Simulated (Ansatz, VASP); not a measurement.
**One calculation of LiHf3Si, two programs**

```xyz
5
Lattice="4.9008 0.0000 0.0000 0.0000 4.9008 0.0000 0.0000 0.0000 5.0827" Properties=species:S:1:pos:R:3 pbc="T T T"
Li    0.0000    0.0000    0.0122
Hf    2.4504    2.4504    4.7585
Hf    0.0000    2.4504    2.7632
Hf    2.4504    0.0000    2.7632
Si    2.4504    2.4504    2.2065
```

Alike in both runs: functional PBE; k mesh 4 × 4 × 4; occupations gaussian, width 0.1 eV; no spin polarisation.

Ansatz relaxed the structure, and its values are those at the end. VASP's run is a single point on that final structure, the one shown.

|  | VASP | Ansatz |
| --- | --- | --- |
| version | VASP 6.6.1 | Ansatz 0.2.0 |
| potentials or method | VASP PAW PBE potentials, release 64 (Li_sv, Hf_pv, Si), cutoff 520 eV | scalar-relativistic, plane waves, PAW |
| valence electrons in the cell | 37 | 85 |

```tsv
	VASP	Ansatz	Ansatz less VASP
gap on the k mesh at the Fermi level (eV)	none	none	-
rms of the force components (eV/Å)	0.017	0.007	-0.0105
```

A gap of «none» marks a metal or a gap that the smearing closes. VASP's potentials hold 37 valence electrons a cell and Ansatz's 85, so a difference there can come from the potentials and not from the codes.

Neither program's run includes spin-orbit coupling. Noted on VASP's run: the cutoff is under 1.25 times that of the potentials, so the pressure is a little rough.
